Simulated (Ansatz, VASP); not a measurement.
Given: the input of a run of VASP 6.6.1 on SnTe.

The input INCAR:

```
SYSTEM = SnTe
PREC = Accurate
ENCUT = 520
EDIFF = 1E-7
ISMEAR = -1
SIGMA = 0.05
LREAL = .FALSE.
LASPH = .TRUE.
NELM = 150
ALGO = Normal
ISIF = 2
LWAVE = .FALSE.
LCHARG = .FALSE.
MAGMOM = 0 0 0 0 0 0
LORBIT = 11
LSORBIT = .TRUE.
GGA_COMPAT = .FALSE.
LORBMOM = .TRUE.
GGA = PE
NBANDS = 32
```

File KPOINTS:

```
regular mesh
0
G
  7 7 7
  0 0 0
```

POSCAR

```
SnTe
1.0
    0.0000000000      3.0865288906      3.0865288906
    3.0865288906      0.0000000000      3.0865288906
    3.0865288906      3.0865288906      0.0000000000
Te Sn
1 1
Direct
    0.5000000000      0.5000000000      0.5000000000
    0.0000000000      0.0000000000      0.0000000000
```

Potentials or basis: VASP PAW PBE potentials, release 64 (Te, Sn_d).

Launch:

```sh
$ cat potpaw_PBE.64/Te/POTCAR potpaw_PBE.64/Sn_d/POTCAR > POTCAR
$ mpirun -np 1 vasp_ncl > vasp.out
```

Question: Set up the same calculation for Ansatz 0.2.0. Potentials there: Ansatz PAW.

Answer: As run (the cutoff follows the program's own potentials):

input.yaml

```yaml
crystal:
  lattice:
    - [0.0, 3.0865288906, 3.0865288906]
    - [3.0865288906, 0.0, 3.0865288906]
    - [3.0865288906, 3.0865288906, 0.0]
  atoms:
    - { symbol: Te, position: [0.5, 0.5, 0.5] }
    - { symbol: Sn, position: [0.0, 0.0, 0.0] }
hamiltonian:
  xc: pbe
  pseudopotentials: { kind: paw_fr }
magnetization:
  noncollinear: true
  spin_orbit: true
kpoints:
  mp_grid: { grid: [7, 7, 7] }
scf:
  occupations: { method: fermi_dirac, width: 0.05 }
output:
  forces: true
  stress: true
  eigenvalues: true
```

Potentials or basis: Ansatz PAW.

Command:

```console
$ ansatz run input.yaml --threads 2 --pin off --max-ram 5120MiB --backend cpu --events-out ev --progress --plain --runs-dir out
```

Both were run:

|  | VASP | Ansatz | Ansatz less VASP |
| --- | --- | --- | --- |
| pressure (GPa) | 5.7 | 5.7 | 0.00 |
| net moment per atom (μB) | 0.00 | 0.00 | 0.000 |

VASP's potentials hold 20 valence electrons a cell and Ansatz's 30, so a difference there can come from the potentials and not from the codes.
